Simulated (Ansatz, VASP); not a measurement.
# N in VASP and in Ansatz

Contents of INCAR:

```
SYSTEM = N
  PREC = Accurate
  ENCUT = 910
  EDIFF = 1E-7
  ISMEAR = 0
  SIGMA = 0.02
  LREAL = .False.
  LASPH = .True.
  NELM = 120
  ALGO = Normal
  ISIF = 3
  LWAVE = .False.
  LCHARG = .False.
  GGA = PE
  IBRION = 2
  NSW = 100
  EDIFFG = -0.01
  GGA_COMPAT = .False.
  NELMIN = 4
```

The input KPOINTS:

```
Automatic mesh
0
Gamma
  6 6 4
  0 0 0
```

Contents of POSCAR:

```
N
1.0
    3.4019210036     -2.2935453156      0.0000000000
    3.4019210036      2.2935453156      0.0000000000
    0.0000000000      0.0000000000      7.5609244314
N
4
Direct
    0.9067739932      0.0932260068      0.0459562739
    0.5932260068      0.4067739932      0.5459562739
    0.0932260068      0.9067739932      0.9540437261
    0.4067739932      0.5932260068      0.4540437261
```

Input for Ansatz:

```yaml
crystal:
  lattice:
    - [3.4019210036, -2.2935453156, 0.0]
    - [3.4019210036, 2.2935453156, 0.0]
    - [0.0, 0.0, 7.5609244314]
  atoms:
    - { symbol: "N", position: [0.9067739932, 0.0932260068, 0.0459562739] }
    - { symbol: "N", position: [0.5932260068, 0.4067739932, 0.5459562739] }
    - { symbol: "N", position: [0.0932260068, 0.9067739932, 0.9540437261] }
    - { symbol: "N", position: [0.4067739932, 0.5932260068, 0.4540437261] }
basis:
  ecutwfc: 420
kpoints:
  mp_grid: { grid: [6, 6, 4] }
hamiltonian:
  xc: pbe
scf:
  occupations: { method: gaussian, width: 0.02 }
output:
  forces: true
  stress: true
  eigenvalues: true
relax:
  adjacent_minimum: "off"
  f_tol: 0.01
  max_steps: 80
  cell: { stress_tol: 0.05 }
```

Alike in both runs: task relaxation of cell and atoms; functional PBE; k mesh 6 × 6 × 4; occupations gaussian, width 0.02 eV; no spin polarisation.

|  | VASP | Ansatz |
| --- | --- | --- |
| version | VASP 6.6.1 | Ansatz 0.2.0 |
| potentials or method | VASP PAW PBE potentials, release 64 (N_h), cutoff 910 eV | scalar-relativistic, plane waves, PAW |
| valence electrons in the cell | 20 | 20 |

Ansatz gave:

```
gap on the k mesh at the Fermi level, each at its own relaxed structure (eV) : 7.73
relaxed volume (Å³/atom)                                                     : 29.50
relaxed length of the cell vector where the two differ most in proportion (Å)              : 7.561
```

Problem. What did VASP give for the same quantities?

Solution. gap on the k mesh at the Fermi level, each at its own relaxed structure (eV): 7.67; relaxed volume (Å³/atom): 27.52; relaxed length of the cell vector where the two differ most in proportion (Å): 7.361.

One of these differences is far larger than is usual between the two programs; its cause wasn't traced.

Noted on VASP's run: the cutoff is under 1.25 times that of the potentials, so the pressure is a little rough.
